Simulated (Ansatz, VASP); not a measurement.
This is a calculation of LiCl for Ansatz 0.2.0.

File input.yaml:

```yaml
crystal:
  lattice:
    - [0.0, 2.56477, 2.56477]
    - [2.56477, 0.0, 2.56477]
    - [2.56477, 2.56477, 0.0]
  atoms:
    - { symbol: Cl, position: [0.5, 0.5, 0.5] }
    - { symbol: Li, position: [0.0, 0.0, 0.0] }
hamiltonian:
  xc:
    exchange: pbe
    correlation: pbe
    exx: { coeff: 0.5, omega: 0.2078699 }
  pseudopotentials: { kind: paw }
kpoints:
  mp_grid: { grid: [5, 5, 5] }
scf:
  occupations: { method: fermi_dirac, width: 0.05 }
output:
  forces: true
  stress: true
  eigenvalues: true
```

Potentials or basis: Ansatz PAW.

The run is started by

```console
$ ansatz run input.yaml --threads 1 --pin off --max-ram 3584MiB --backend cpu --events-out ev --progress --plain --runs-dir out
```

Task: Set up the same calculation for VASP 6.6.1. Potentials there: VASP PAW PBE potentials, release 64 (Cl, Li_sv).

Result: As run (the cutoff follows the program's own potentials):

File POSCAR:

```
LiCl
1.0
    0.0000000000      2.5647700000      2.5647700000
    2.5647700000      0.0000000000      2.5647700000
    2.5647700000      2.5647700000      0.0000000000
Cl Li
1 1
Direct
    0.5000000000      0.5000000000      0.5000000000
    0.0000000000      0.0000000000      0.0000000000
```

INCAR.step1

```
SYSTEM = LiCl
  ALGO = Normal
  EDIFF = 1E-5
  ENCUT = 520
  GGA = PE
  ISIF = 2
  ISMEAR = -1
  LASPH = .True.
  LREAL = .False.
  LWAVE = .True.
  NBANDS = 12
  NELM = 100
  PREC = Accurate
  SIGMA = 0.05
```

File INCAR.step2:

```
SYSTEM = LiCl
  AEXX = 0.5
  ALGO = Normal
  EDIFF = 1E-6
  ENCUT = 520
  GGA = PE
  HFSCREEN = 0.2078699
  ISIF = 2
  ISMEAR = -1
  ISTART = 1
  LASPH = .True.
  LCHARG = .True.
  LELF = .True.
  LHFCALC = .True.
  LREAL = .False.
  LVHAR = .True.
  LWAVE = .False.
  NBANDS = 12
  NELM = 100
  PREC = Accurate
  PRECFOCK = Normal
  SIGMA = 0.05
```

File KPOINTS:

```
k-points
0
Gamma
  5 5 5
  0 0 0
```

Potentials or basis: VASP PAW PBE potentials, release 64 (Cl, Li_sv).

Run with:

```sh
$ cat potpaw_PBE.64/Cl/POTCAR potpaw_PBE.64/Li_sv/POTCAR > POTCAR
$ cp INCAR.step1 INCAR
$ mpirun -np 1 vasp_std > vasp.out
$ cp INCAR.step2 INCAR
$ mpirun -np 1 vasp_std > vasp.out
```

Both were run:

|  | VASP | Ansatz | Ansatz less VASP |
| --- | --- | --- | --- |
| gap on the k mesh at the Fermi level (eV) | 9.15 | 9.16 | +0.007 |
| least direct gap on the mesh (eV) | 9.15 | 9.16 | +0.007 |

VASP's potentials were made for PBE, not for PBE-based screened hybrid.

The k mesh is coarse, so the values compare programs but aren't converged. Noted on VASP's run: the cutoff is under 1.25 times that of the potentials, so the pressure is a little rough. Noted on Ansatz's run: odd divisions of the mesh miss points on the zone boundary, where band edges often lie, so the gap on the mesh can be too wide.
